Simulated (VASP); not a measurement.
# Cd4Se3S (I-42m) in VASP: single point with PBE

Aim: the single point of Cd4Se3S with PBE.

Program: VASP 6.6.1. These are calculated values, not measurements. Logs are shortened: lines on timing, memory, paths and dates and some standing lists are left out, and cuts for length are marked.

**1. The cell of the first run**

It takes space group I-42m (No. 121, tetragonal). Conventional cell: a = 6.129 Å, b = 6.129 Å, c = 12.251 Å, α = 90.00°, β = 90.00°, γ = 90.00°. Within 3.4 Å of Cd (site symmetry m) lie 1 S at 2.58 Å and 3 Se at 2.68 to 2.69 Å. Within 3.5 Å of Se (site symmetry -4) lie 4 Cd at 2.68 Å. Within 3.5 Å of Se (site symmetry -42m) lie 4 Cd at 2.69 Å. Within 3.4 Å of S (site symmetry -42m) lie 4 Cd at 2.58 Å.

**2. Single point, PBE**

File INCAR:

```
SYSTEM = Cd4Se3S
PREC = Accurate
ENCUT = 520
EDIFF = 1E-7
ISMEAR = 0
SIGMA = 0.02
LREAL = .False.
LASPH = .True.
NELM = 100
ALGO = Normal
ISIF = 2
LWAVE = .False.
LCHARG = .False.
GGA = PE
NBANDS = 46
```

File KPOINTS:

```
regular mesh
0
Gamma
  8 8 8
  0 0 0
```

File POSCAR:

```
Cd4Se3S
1.0
   -3.0642918969      3.0642918969      6.1252559149
    3.0642918969     -3.0642918969      6.1252559149
    3.0642918969      3.0642918969     -6.1252559149
Cd Se S
4 3 1
Direct
    0.8646087638      0.3793872977      0.0000000000
    0.1353912362      0.1353912362      0.5147785339
    0.3793872977      0.8646087638      0.0000000000
    0.6206127023      0.6206127023      0.4852214661
    0.2500000000      0.7500000000      0.5000000000
    0.7500000000      0.2500000000      0.5000000000
    0.0000000000      0.0000000000      0.0000000000
    0.5000000000      0.5000000000      0.0000000000
```

Potentials or basis: VASP PAW PBE potentials, release 64 (Cd, Se, S).

Run with:

```bash
> cat potpaw_PBE.64/Cd/POTCAR potpaw_PBE.64/Se/POTCAR potpaw_PBE.64/S/POTCAR > POTCAR
> mpirun -np 1 vasp_std > vasp.out
```

OUTCAR:

```text
SYSTEM = Cd4Se3S
   PREC = Accurate
   ENCUT = 520
   EDIFF = 1E-7
   ISMEAR = 0
   LREAL = .False.
   LASPH = .True.
   NELM = 100
   ISIF = 2
   GGA = PE

 ion  position               nearest neighbor table
   1  0.865  0.379  0.000-   8 2.58   5 2.68   6 2.68   7 2.69
   2  0.135  0.135  0.515-   8 2.58   6 2.68   5 2.68   7 2.69
   3  0.379  0.865  0.000-   8 2.58   6 2.68   5 2.68   7 2.69
   4  0.621  0.621  0.485-   8 2.58   6 2.68   5 2.68   7 2.69
   5  0.250  0.750  0.500-   2 2.68   3 2.68   4 2.68   1 2.68
   6  0.750  0.250  0.500-   1 2.68   2 2.68   4 2.68   3 2.68
   7  0.000  0.000  0.000-   1 2.69   3 2.69   4 2.69   2 2.69
   8  0.500  0.500  0.000-   4 2.58   2 2.58   3 2.58   1 2.58

  LATTYP: Found a body centered tetragonal cell.
 ALAT       =     6.1285837938
 C/A-ratio  =     1.9989139811

  Lattice vectors:

 A1 = (  -3.0642918969,   3.0642918969,   6.1252559149)
 A2 = (   3.0642918969,  -3.0642918969,   6.1252559149)
 A3 = (   3.0642918969,   3.0642918969,  -6.1252559149)

Analysis of symmetry for initial positions (statically):
=====================================================================
 Subroutine PRICEL returns:
 Original cell was already a primitive cell.

 Routine SETGRP: Setting up the symmetry group for a
 body centered tetragonal supercell.

 Subroutine GETGRP returns: Found  8 space group operations
 (whereof  8 operations were pure point group operations)
 out of a pool of 16 trial point group operations.

The static configuration has the point symmetry D_2d.

Analysis of symmetry for dynamics (positions and initial velocities):
=====================================================================
 Subroutine PRICEL returns:
 Original cell was already a primitive cell.

 Routine SETGRP: Setting up the symmetry group for a
 body centered tetragonal supercell.

 Subroutine GETGRP returns: Found  8 space group operations
 (whereof  8 operations were pure point group operations)
 out of a pool of 16 trial point group operations.

The dynamic configuration has the point symmetry D_2d.

 Subroutine INISYM returns: Found  8 space group operations
 (whereof  8 operations are pure point group operations),
 and found     1 'primitive' translations

----------------------------------------------------------------------------------------

                                     Primitive cell

  volume of cell :     230.0618

[... 99 lines left out ...]
   NELM   =    100;   NELMIN=  2; NELMDL= -5     # of ELM steps
   EDIFF  = 0.1E-06   stopping-criterion for ELM
   LREAL  =      F    real-space projection
   EDIFFG = 0.1E-05   stopping-criterion for IOM
   NSW    =      0    number of steps for IOM
   IBRION =     -1    ionic relax: 0-MD 1-quasi-New 2-CG
   NFREE  =      0    steps in history (QN), initial steepest desc. (CG)
   ISIF   =      2    stress and relaxation
   ISYM   =      2    0-nonsym 1-usesym 2-fastsym
   POTIM  = 0.5000    time-step for ionic-motion
   TEBEG  =    0.0;   TEEND  =   0.0 temperature during run
   PSTRESS=    0.0 pullay stress
   NELECT =      72.0000    total number of electrons
   NUPDOWN=      -1.0000    fix difference up-down
   EMIN   =  10.00;   EMAX   =-10.00  energy-range for DOS
   EFERMI =   0.00;   METHOD = LEGACY
   ISMEAR =     0;   SIGMA  =   0.02  broadening in eV -4-tet -1-fermi 0-gaus
   EFERMI_NEDOS =   21; number of points for ismear=-14 and -15
   IALGO  =     38    algorithm
   IMIX   =      4    mixing-type and parameters
     AMIX     =   0.40;   BMIX     =  1.00
     AMIX_MAG =   1.60;   BMIX_MAG =  1.00
  volume/ion in A,a.u.               =      28.76       194.07
  Fermi-wavevector in a.u.,A,eV,Ry     =   1.111486  2.100405 16.808666  1.235402
  Thomas-Fermi vector in A             =   2.248050
   LORBIT       =      0    0 simple, 1 ext, 2 COOP (PROOUT), +10 PAW based schemes
   GGA     = PE    functional components
   LHFCALC =     F    Hartree Fock is set to
   AEXX    =    0.0000 exact exchange contribution
   IVDW    =     0    specifies the selected vdW correction
   LEPSILON=     F    determine dielectric tensor
   LRPA    =     F    only Hartree local field effects (RPA)
 non-spin polarized calculation
 Gauss-broadening in eV      SIGMA  =   0.02
  energy-cutoff  :      520.00
  volume of cell :      230.06
 maximum number of plane-waves:      6232
   NGX = 27   NGY = 27   NGZ = 27

 number of electron      72.0000006 magnetization

 Free energy of the ion-electron system (eV)
  ---------------------------------------------------
  ext. energy  EPLUGINS =         0.00000000
  ---------------------------------------------------
  free energy    TOTEN  =       -22.62358767 eV

  energy without entropy =      -22.62358767  energy(sigma->0) =      -22.62358767

 E-fermi :   0.7487     XC(G=0):  -8.7118

 val. band max:        0.6230027146   @ k =   0.0000   0.0000   0.0000
 cond. band min:       1.2347420078   @ k =   0.0000   0.0000   0.0000
 fundamental gap:      0.6117392932
 Fermi energy:         0.7486749107

 k-point     1 :       0.0000    0.0000    0.0000
  band No.  band energies     occupation
      1     -11.6339      2.00000
      2     -11.1987      2.00000
      3     -11.1857      2.00000
      4     -11.1742      2.00000
      5      -7.1063      2.00000
      6      -7.1063      2.00000
[... 1165 lines left out ...]
     45       7.2981      0.00000
     46       7.3138      0.00000

 [... further k-points ...]
[... 5 lines left out ...]
  --------------------------------------------------------------------------------------
  -------------------------------------------------------------------------------------
  Total        0.3737101      0.3737101      0.3710814      0.0000000      0.0000000      0.0000000
  in kB        2.6025607      2.6025607      2.5842544      0.0000000      0.0000000      0.0000000
  external PRESSURE =       2.5964586 kB  Pullay stress =       0.0000000 kB

 VOLUME and BASIS-vectors are now :
 -----------------------------------------------------------------------------
  energy-cutoff  :      520.00
  volume of cell :      230.06
      direct lattice vectors                 reciprocal lattice vectors
    -3.064291897  3.064291897  6.125255915     0.000000000  0.163169834  0.081629242
     3.064291897 -3.064291897  6.125255915     0.163169834  0.000000000  0.081629242
     3.064291897  3.064291897 -6.125255915     0.163169834  0.163169834  0.000000000

 POSITION                                       TOTAL-FORCE (eV/Angst)
 -----------------------------------------------------------------------------------
     -1.48686      1.48686      7.61979        -0.000906      0.000906      0.001369
      1.57743      1.57743     -1.49454        -0.000906     -0.000906     -0.001369
      1.48686     -1.48686      7.61979         0.000906     -0.000906      0.001369
      1.48686      1.48686      4.63072         0.000906      0.000906     -0.001369
      3.06429      0.00000      3.06263         0.000000     -0.000000      0.000000
      0.00000      3.06429      3.06263         0.000000     -0.000000     -0.000000
      0.00000      0.00000      0.00000         0.000000     -0.000000      0.000000
      0.00000      0.00000      6.12526         0.000000     -0.000000      0.000000
 -----------------------------------------------------------------------------------
    total drift:                               -0.000011     -0.000011     -0.000010

  FREE ENERGIE OF THE ION-ELECTRON SYSTEM (eV)
  ---------------------------------------------------
  free  energy   TOTEN  =       -22.6235876700 eV

  energy  without entropy=      -22.6235876700  energy(sigma->0) =      -22.62358767
```

stdout:

```text
POSCAR found type information on POSCAR CdSeS
 POSCAR found :  3 types and       8 ions
 scaLAPACK will be used
 LDA part: xc-table for (Slater+PW92), standard interpolation
 POSCAR, INCAR and KPOINTS ok, starting setup
 FFT: planning ... GRIDC
 FFT: planning ... GRID_SOFT
 FFT: planning ... GRID
 WAVECAR not read
 entering main loop
```

It took 18 min on 1 thread of Intel Xeon 8259CL, shared host; peak memory 0.74 GiB.

Results:

| Quantity | Value |
| --- | --- |
| Free energy | -22.6236 eV |
| Pressure | 0.3 GPa |
| Band gap on the k mesh | 0.61 eV |

Levels at points of the mesh, in eV from the valence-band top:
```
           k point  band 34  band 35  band 36  band 37  band 38  band 39
(0.00, 0.00, 0.00)     0.00     0.00     0.00     0.61     3.32     3.81
(0.50, 0.00, 0.00)    -1.20    -0.81    -0.58     3.33     3.41     4.30
(0.50, 0.50, 0.00)    -0.59    -0.58    -0.55     2.41     2.51     3.68
(0.50, 0.50, 0.50)    -1.03    -0.81    -0.81     3.20     3.22     3.23
```

Caveat: semilocal functionals underestimate gaps, and a narrow one can read as zero.
